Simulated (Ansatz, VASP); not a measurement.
Two plane-wave programs on AlAs

File INCAR:

```
PREC = Accurate ; ENCUT = 500
EDIFF = 1E-6 ; ISMEAR = 0
SIGMA = 0.02 ; LREAL = False
LASPH = True ; NELM = 120
ALGO = Normal ; ISIF = 2
LWAVE = False ; LCHARG = True
GGA = PE ; LELF = True
LVHAR = True ; NBANDS = 11
GGA_COMPAT = False
```

File KPOINTS:

```
regular mesh
0
Gamma
  8 8 8
```

File POSCAR:

```
AlAs
1.0
    0.0000000000      2.7443399712      2.7443399712
    2.7443399712      0.0000000000      2.7443399712
    2.7443399712      2.7443399712      0.0000000000
Al As
1 1
Direct
    0.0000000000      0.0000000000      0.0000000000
    0.2500000000      0.2500000000      0.2500000000
```

Input for Ansatz:

```yaml
crystal:
  lattice:
    - [0.0, 2.7443399712, 2.7443399712]
    - [2.7443399712, 0.0, 2.7443399712]
    - [2.7443399712, 2.7443399712, 0.0]
  atoms:
    - { symbol: Al, position: [0.0, 0.0, 0.0] }
    - { symbol: As, position: [0.25, 0.25, 0.25] }
basis:
  ecutwfc: 420
kpoints:
  mp_grid: { grid: [8, 8, 8] }
hamiltonian:
  xc: pbe
scf:
  occupations: { method: gaussian, width: 0.02 }
output:
  forces: true
  stress: true
  eigenvalues: true
```

Alike in both runs: task single point; functional PBE; k mesh 8 × 8 × 8; occupations gaussian, width 0.02 eV; no spin polarisation.

```csv
,VASP,Ansatz
version,VASP 6.6.1,Ansatz 0.2.0
potentials or method,"VASP PAW PBE potentials, release 64 (Al, As), cutoff 500 eV","scalar-relativistic, plane waves, PAW"
valence electrons in the cell,8,18
```

Ansatz gave:

* gap on the k mesh at the Fermi level (eV): 1.27
* least direct gap on the mesh (eV): 2.81
* pressure (GPa): 11.3

Problem. Which values does VASP return?

Solution. gap on the k mesh at the Fermi level (eV): 1.26; least direct gap on the mesh (eV): 2.82; pressure (GPa): 11.6.

VASP's potentials hold 8 valence electrons a cell and Ansatz's 18, so a difference there can come from the potentials and not from the codes.
